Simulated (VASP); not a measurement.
Here is a VASP 6.6.1 calculation.

File POSCAR:

```
C
1.0
    2.5030066865      0.0000000000      0.0000000000
   -1.2515033432      2.1676673763      0.0000000000
    0.0000000000      0.0000000000      4.2313878940
C
4
Direct
    0.3333333333      0.6666666667     -0.0004326141
    0.6666666667      0.3333333333      0.4995673859
    0.3333333333      0.6666666667      0.3744326141
    0.6666666667      0.3333333333      0.8744326141
```

The input INCAR.step1:

```
SYSTEM = C
ALGO = Normal ; EDIFF = 1E-4
ENCUT = 520 ; GGA = PE
ISMEAR = 0 ; LASPH = .True.
LCHARG = .False. ; LREAL = .False.
LWAVE = .True. ; NELM = 100
PREC = Accurate ; SIGMA = 0.02
```

Contents of INCAR.step2:

```
SYSTEM = C
ALGO = Normal ; EDIFF = 1E-7
EDIFFG = -0.002 ; ENCUT = 520
IBRION = 2 ; ISIF = 2
ISMEAR = 0 ; ISTART = 1
LASPH = .True. ; LCHARG = .False.
LMIXTAU = .True. ; LREAL = .False.
LWAVE = .False. ; METAGGA = R2SCAN
NELM = 100 ; NSW = 60
PREC = Accurate ; SIGMA = 0.02
```

KPOINTS

```
k-points
0
Gamma
  9 9 6
  0 0 0
```

Potentials or basis: VASP PAW PBE potentials, release 64 (C).

Command:

```console
$ cat potpaw_PBE.64/C/POTCAR > POTCAR
$ cp INCAR.step1 INCAR
$ mpirun -np 1 vasp_std > vasp.out
$ cp INCAR.step2 INCAR
$ mpirun -np 1 vasp_std > vasp.out
```

Question: Estimate the energy gained by relaxing.

Answer: 0.0 meV/atom.

Question: Predict the band gap on the k mesh.

Answer: 3.62 eV, indirect (least direct gap 5.12 eV).

Final structure:
```xyz
4
Lattice="2.5030 0.0000 0.0000 -1.2515 2.1677 0.0000 0.0000 0.0000 4.2314" Properties=species:S:1:pos:R:3 pbc="T T T"
C     0.0000    1.4451    4.2298
C     1.2515    0.7226    2.1141
C     0.0000    1.4451    1.5841
C     1.2515    0.7226    3.6998
```

Caveat: the cell differs from its parent crystal (strained cell). A k mesh can miss the band edges.
